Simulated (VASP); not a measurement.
# W (R-3m) in VASP: a series of runs, part 2 of 3

VASP 6.6.1. The steps go on from the part before.

## (3) Single point, LDA (13.57 Å³/atom)

Contents of INCAR:

```
  PREC = Accurate
  ENCUT = 520
  EDIFF = 1E-6
  ISMEAR = 0
  SIGMA = 0.15
  LREAL = F
  LASPH = T
  NELM = 80
  ALGO = Fast
  ISIF = 2
  LWAVE = F
  LCHARG = F
  GGA = CA
  NBANDS = 13
```

Contents of KPOINTS:

```
regular mesh
0
Gamma
  22 22 22
```

Contents of POSCAR:

```
W
1.0
   -1.9023656685      1.5278954918      1.5278954918
    1.5278954918     -1.9023656685      1.5278954918
    1.5278954918      1.5278954918     -1.9023656685
W
1
Direct
    0.0000000000      0.0000000000      0.0000000000
```

Potentials or basis: VASP PAW LDA potentials, release 64 (W_sv).

On the command line:

```bash
$ cat potpaw_LDA.64/W_sv/POTCAR > POTCAR
$ mpirun -np 1 vasp_std > vasp.out
```

OUTCAR:

```text
PREC = Accurate
   ENCUT = 520
   EDIFF = 1E-6
   ISMEAR = 0
   LREAL = F
   LASPH = T
   NELM = 80
   ISIF = 2
   GGA = CA

 ion  position               nearest neighbor table
   1  0.000  0.000  0.000-

  LATTYP: Found a trigonal (rhomboedric) cell.
 ALAT       =     2.8788755451
 COS(alpha) =    -0.4197392560

  Lattice vectors:

 A1 = (  -1.9023656685,   1.5278954918,   1.5278954918)
 A2 = (   1.5278954918,  -1.9023656685,   1.5278954918)
 A3 = (   1.5278954918,   1.5278954918,  -1.9023656685)

Analysis of symmetry for initial positions (statically):
=====================================================================
 Subroutine PRICEL returns:
 Original cell was already a primitive cell.

 Routine SETGRP: Setting up the symmetry group for a
 trigonal (rhombohedral) supercell.

 Subroutine GETGRP returns: Found 12 space group operations
 (whereof 12 operations were pure point group operations)
 out of a pool of 12 trial point group operations.

The static configuration has the point symmetry D_3d.

Analysis of symmetry for dynamics (positions and initial velocities):
=====================================================================
 Subroutine PRICEL returns:
 Original cell was already a primitive cell.

 Routine SETGRP: Setting up the symmetry group for a
 trigonal (rhombohedral) supercell.

 Subroutine GETGRP returns: Found 12 space group operations
 (whereof 12 operations were pure point group operations)
 out of a pool of 12 trial point group operations.

The dynamic configuration has the point symmetry D_3d.

 Subroutine INISYM returns: Found 12 space group operations
 (whereof 12 operations are pure point group operations),
 and found     1 'primitive' translations

----------------------------------------------------------------------------------------

                                     Primitive cell

  volume of cell :      13.5720

  direct lattice vectors                    reciprocal lattice vectors
    -1.902365669  1.527895492  1.527895492     0.094645631  0.386168624  0.386168624
     1.527895492 -1.902365669  1.527895492     0.386168624  0.094645631  0.386168624
     1.527895492  1.527895492 -1.902365669     0.386168624  0.386168624  0.094645631

  length of vectors
     2.878875545  2.878875545  2.878875545     0.554265467  0.554265467  0.554265467

  position of ions in fractional coordinates (direct lattice)
     0.000000000  0.000000000  0.000000000

  ion indices of the primitive-cell ions
   primitive index   ion index
                 1           1

----------------------------------------------------------------------------------------

 KPOINTS: regular mesh

Automatic generation of k-mesh.
 Grid dimensions read from file:
 generate k-points for:   22   22   22

 Generating k-lattice:

  Cartesian coordinates                     Fractional coordinates (reciprocal lattice)
     0.004302074  0.017553119  0.017553119     0.045454545 -0.000000000 -0.000000000
     0.017553119  0.004302074  0.017553119    -0.000000000  0.045454545 -0.000000000
     0.017553119  0.017553119  0.004302074    -0.000000000 -0.000000000  0.045454545

  Length of vectors
     0.025193885  0.025193885  0.025193885

  Shift w.r.t. Gamma in fractional coordinates (k-lattice)
     0.000000000  0.000000000  0.000000000

 Subroutine IBZKPT returns following result:
 ===========================================

 Found   1024 irreducible k-points:

 Following reciprocal coordinates:
            Coordinates               Weight
  0.000000  0.000000  0.000000      1.000000
  0.045455  0.000000 -0.000000      6.000000
  0.090909  0.000000 -0.000000      6.000000
  0.136364  0.000000 -0.000000      6.000000
  0.181818 -0.000000  0.000000      6.000000
  0.227273 -0.000000 -0.000000      6.000000
[... 16 lines left out ...]
  0.500000  0.045455 -0.000000     12.000000
 -0.454545  0.045455  0.000000     12.000000
 [... further k-points ...]
   k-points           NKPTS =   1024   k-points in BZ     NKDIM =   1024   number of bands    NBANDS=     13
   number of dos      NEDOS =    301   number of ions     NIONS =      1
   total plane-waves  NPLWV =  13824
   dimension x,y,z NGX =    24 NGY =   24 NGZ =   24
   dimension x,y,z NGXF=    48 NGYF=   48 NGZF=   48
   ions per type =               1
   NGX,Y,Z   is equivalent  to a cutoff of  13.86, 13.86, 13.86 a.u.
   NGXF,Y,Z  is equivalent  to a cutoff of  27.72, 27.72, 27.72 a.u.
 SYSTEM =  unknown system
   PREC   = accura    normal or accurate (medium, high low for compatibility)
   ISTART =      0    job   : 0-new  1-cont  2-samecut
   ICHARG =      2    charge: 1-file 2-atom 10-const
   ISPIN  =      1    spin polarized calculation?
   LNONCOLLINEAR =      F non collinear calculations
   LSORBIT =      F    spin-orbit coupling
   LASPH  =      T    aspherical Exc in radial PAW
   ENCUT  =  520.0 eV  38.22 Ry    6.18 a.u.   5.35  5.35  5.35*2*pi/ulx,y,z
   NELM   =     80;   NELMIN=  2; NELMDL= -5     # of ELM steps
   EDIFF  = 0.1E-05   stopping-criterion for ELM
   LREAL  =      F    real-space projection
   EDIFFG = 0.1E-04   stopping-criterion for IOM
   NSW    =      0    number of steps for IOM
   IBRION =     -1    ionic relax: 0-MD 1-quasi-New 2-CG
   NFREE  =      0    steps in history (QN), initial steepest desc. (CG)
   ISIF   =      2    stress and relaxation
   ISYM   =      2    0-nonsym 1-usesym 2-fastsym
   POTIM  = 0.5000    time-step for ionic-motion
   TEBEG  =    0.0;   TEEND  =   0.0 temperature during run
   PSTRESS=    0.0 pullay stress
   NELECT =      14.0000    total number of electrons
   NUPDOWN=      -1.0000    fix difference up-down
   EMIN   =  10.00;   EMAX   =-10.00  energy-range for DOS
   EFERMI =   0.00;   METHOD = LEGACY
   ISMEAR =     0;   SIGMA  =   0.15  broadening in eV -4-tet -1-fermi 0-gaus
   EFERMI_NEDOS =   21; number of points for ismear=-14 and -15
   IALGO  =     68    algorithm
   IMIX   =      4    mixing-type and parameters
     AMIX     =   0.40;   BMIX     =  1.00
     AMIX_MAG =   1.60;   BMIX_MAG =  1.00
  volume/ion in A,a.u.               =      13.57        91.59
  Fermi-wavevector in a.u.,A,eV,Ry     =   1.654130  3.125852 37.227514  2.736145
  Thomas-Fermi vector in A             =   2.742450
   LORBIT       =      0    0 simple, 1 ext, 2 COOP (PROOUT), +10 PAW based schemes
   GGA     = CA    functional components
   LHFCALC =     F    Hartree Fock is set to
   AEXX    =    0.0000 exact exchange contribution
   IVDW    =     0    specifies the selected vdW correction
   LEPSILON=     F    determine dielectric tensor
   LRPA    =     F    only Hartree local field effects (RPA)
 non-spin polarized calculation
 RMM-DIIS sequential band-by-band and
 Gauss-broadening in eV      SIGMA  =   0.15
  energy-cutoff  :      520.00
  volume of cell :       13.57
 maximum number of plane-waves:       381
 NGX is ok and might be reduce to    24
   NGX = 11   NGY = 11   NGZ = 11

 number of electron      14.0000001 magnetization

 Free energy of the ion-electron system (eV)
  ---------------------------------------------------
  ext. energy  EPLUGINS =         0.00000000
  ---------------------------------------------------
  free energy    TOTEN  =       -10.07656825 eV

  energy without entropy =      -10.07006833  energy(sigma->0) =      -10.07331829

 E-fermi :  13.8366     XC(G=0): -14.5245

 val. band max:       13.8356610893   @ k =   0.4545   0.1364   0.0909
 cond. band min:      13.8368782451   @ k =   0.3636   0.2727   0.0909
 fundamental gap:      0.0012171558
 Fermi energy:        13.8365731197

 k-point     1 :       0.0000    0.0000    0.0000
  band No.  band energies     occupation
      1     -60.9147      2.00000
      2     -24.6650      2.00000
      3     -24.6650      2.00000
      4     -20.3899      2.00000
      5       3.5008      2.00000
      6       7.3943      2.00000
      7      11.0578      2.00000
      8      11.0578      2.00000
      9      22.0126      0.00000
     10      22.0126      0.00000
     11      24.0237      0.00000
     12      32.4850      0.00000
     13      32.4850      0.00000
[... 353 lines left out ...]
 k-point    24 :      -0.4545    0.0455    0.0000
  band No.  band energies     occupation
      1     -59.2727      2.00000
      2     -29.3034      2.00000
      3     -23.8633      2.00000
      4     -23.5031      2.00000
      5       6.2738      2.00000
      6       8.7755      2.00000
      7      13.7735      1.44822
      8      14.6160      0.00000
      9      17.7401      0.00000
     10      20.8021      0.00000
     11      25.7504      0.00000
     12      32.5322      0.00000
     13      34.0893      0.00000

 [... further k-points ...]

------------------------ aborting loop because EDIFF is reached ----------------------------------------

  FORCE on cell =-STRESS in cart. coord.  units (eV):
  Direction    XX          YY          ZZ          XY          YZ          ZX
  --------------------------------------------------------------------------------------
  -------------------------------------------------------------------------------------
  Total       12.6400108     12.6400108     12.6400108     12.0315946     12.0315946     12.0315946
  in kB     1492.1558138   1492.1558138   1492.1558138   1420.3321641   1420.3321641   1420.3321641
  external PRESSURE =    1492.1558138 kB  Pullay stress =       0.0000000 kB

 VOLUME and BASIS-vectors are now :
 -----------------------------------------------------------------------------
  energy-cutoff  :      520.00
  volume of cell :       13.57
      direct lattice vectors                 reciprocal lattice vectors
    -1.902365669  1.527895492  1.527895492     0.094645631  0.386168624  0.386168624
     1.527895492 -1.902365669  1.527895492     0.386168624  0.094645631  0.386168624
     1.527895492  1.527895492 -1.902365669     0.386168624  0.386168624  0.094645631

 POSITION                                       TOTAL-FORCE (eV/Angst)
 -----------------------------------------------------------------------------------
      0.00000      0.00000      0.00000         0.000000     -0.000000     -0.000000
 -----------------------------------------------------------------------------------
    total drift:                                0.000000      0.000000     -0.000000

  FREE ENERGIE OF THE ION-ELECTRON SYSTEM (eV)
  ---------------------------------------------------
  free  energy   TOTEN  =       -10.0765682498 eV

  energy  without entropy=      -10.0700683264  energy(sigma->0) =      -10.07331829
```

OSZICAR:

```text
N       E                     dE             d eps       ncg     rms          rms(c)
DAV:   1     0.890603850028E+02    0.89060E+02   -0.75510E+03 26878   0.126E+03
DAV:   2    -0.880848790268E+01   -0.97869E+02   -0.93624E+02 29449   0.325E+02
DAV:   3    -0.104669652638E+02   -0.16585E+01   -0.16538E+01 29989   0.409E+01
DAV:   4    -0.104725247480E+02   -0.55595E-02   -0.55593E-02 29949   0.262E+00
DAV:   5    -0.104725626272E+02   -0.37879E-04   -0.37879E-04 30234   0.205E-01    0.393E+01
RMM:   6    -0.101904490251E+02    0.28211E+00   -0.91914E-02 29652   0.297E+00    0.214E+01
RMM:   7    -0.100773626835E+02    0.11309E+00   -0.13571E-01 32327   0.360E+00    0.582E-01
RMM:   8    -0.100765091830E+02    0.85350E-03   -0.93005E-03 32025   0.110E+00    0.262E-01
RMM:   9    -0.100765780895E+02   -0.68907E-04   -0.12627E-03 32825   0.406E-01    0.810E-02
RMM:  10    -0.100765656430E+02    0.12446E-04   -0.11884E-04 33907   0.130E-01    0.934E-03
RMM:  11    -0.100765679644E+02   -0.23213E-05   -0.29699E-05 32119   0.593E-02    0.360E-03
RMM:  12    -0.100765682498E+02   -0.28544E-06   -0.40511E-06 26062   0.231E-02
   1 F= -.10076568E+02 E0= -.10073318E+02  d E =-.649992E-02
```

stdout:

```text
POSCAR found type information on POSCAR W
 POSCAR found :  1 types and       1 ions
 scaLAPACK will be used
 LDA part: xc-table for (Slater(with rela. corr.)+CA(PZ))
 , standard interpolation
 POSCAR, INCAR and KPOINTS ok, starting setup
 FFT: planning ... GRIDC
 FFT: planning ... GRID_SOFT
 FFT: planning ... GRID
 WAVECAR not read
 entering main loop
WARNING in EDDRMM: call to ZHEGV failed, returncode =   6  3     13
```

Run time: 79 s. Hardware: 1 thread of Intel Xeon 6975P-C (Granite Rapids), shared host; peak memory 0.27 GiB.

What came out:

```
Free energy            : -10.0766 eV
Pressure               : 149.2 GPa
Band gap on the k mesh : zero (bands 7 and 8 overlap by 6.23 eV)
```

Levels at points of the mesh, in eV from the Fermi level:
| k point | band 5 | band 6 | band 7 | band 8 | band 9 | band 10 |
| --- | --- | --- | --- | --- | --- | --- |
| (0.00, 0.00, 0.00) | -10.34 | -6.44 | -2.78 | -2.78 | 8.18 | 8.18 |
| (0.50, 0.00, 0.00) | -8.04 | -5.62 | 1.02 | 1.53 | 3.89 | 6.12 |
| (0.50, 0.50, 0.00) | -7.55 | -6.73 | -0.71 | 3.28 | 7.66 | 8.44 |
| (0.50, 0.50, 0.50) | -8.19 | -8.19 | 3.46 | 3.46 | 8.73 | 8.73 |

Caveat: atoms lie so close that the PAW spheres overlap strongly, which falsifies energies and pressures; the cell stands under pressure; spin-orbit coupling is left out, which moves the levels of the heavy elements.

(Continued in part 3 of 3.)
